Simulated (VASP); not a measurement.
Write the native input for VASP 6.6.1 that does the following.

| Item | Value |
| --- | --- |
| Task | single point |
| Functional | r2SCAN |
| Potentials or basis | VASP PAW PBE potentials, release 64 (Pt, Se) |
| Cutoff | 520 eV |
| k mesh | 12 × 12 × 6 |
| Occupations | gaussian, width 0.01 eV |
| Spin | no spin polarisation |
| Dipole correction | no |
| Further INCAR settings | ALGO = Normal; EDIFF = 1e-06; NBANDS = 18 |

PtSe2:

```xyz
3
Lattice="3.5720 0.0000 0.0000 -1.7860 3.0935 0.0000 0.0000 0.0000 5.8335" Properties=species:S:1:pos:R:3 pbc="T T T"
Pt    0.0000    0.0000    0.0000
Se    0.0000    2.0623    1.3883
Se    1.7860    1.0312    4.4453
```

This cell differs from its parent crystal: epitaxial xy strain -4.2%.

The input as run:

POSCAR

```
PtSe2
1.0
    3.5720470484      0.0000000000      0.0000000000
   -1.7860235242      3.0934834875      0.0000000000
    0.0000000000      0.0000000000      5.8335328495
Pt Se
1 2
Direct
    0.0000000000      0.0000000000      0.0000000000
    0.3333333333      0.6666666667      0.2379799375
    0.6666666667      0.3333333333      0.7620200625
```

INCAR.step1

```
  PREC = Accurate
  ENCUT = 520
  ISMEAR = 0
  SIGMA = 0.01
  LREAL = F
  LASPH = T
  NELM = 80
  NBANDS = 18
  GGA = PE
  ALGO = Normal
  EDIFF = 1E-4
  LWAVE = T
  LCHARG = F
```

INCAR.step2

```
  PREC = Accurate
  ENCUT = 520
  EDIFF = 1E-6
  ISMEAR = 0
  SIGMA = 0.01
  LREAL = F
  LASPH = T
  NELM = 80
  ALGO = Normal
  ISIF = 2
  LWAVE = F
  LCHARG = T
  METAGGA = R2SCAN
  LMIXTAU = T
  LELF = T
  LVHAR = T
  NBANDS = 18
  ISTART = 1
```

KPOINTS

```
Automatic mesh
0
Gamma
  12 12 6
```

Potentials or basis: VASP PAW PBE potentials, release 64 (Pt, Se).

The run is started by

```console
$ cat potpaw_PBE.64/Pt/POTCAR potpaw_PBE.64/Se/POTCAR > POTCAR
$ cp INCAR.step1 INCAR
$ mpirun -np 1 vasp_std > vasp.out
$ cp INCAR.step2 INCAR
$ mpirun -np 1 vasp_std > vasp.out
```

It gave:

```
Pressure               : 6.1 GPa
Largest force          : 0.011 eV/Å
Band gap on the k mesh : 0.70 eV (least direct gap 0.94 eV)
```

Caveat: the cell differs from its parent crystal (epitaxial xy strain -4.2%); the cell stands under pressure; the PAW data sets were made with another functional, which shifts forces and pressure a little; spin-orbit coupling is left out, which moves the levels of the heavy elements.

Run time: 5.2 min on 1 thread of AMD EPYC 9R45 96-Core Processor (Zen 5), on a shared host, peak memory 0.25 GiB.
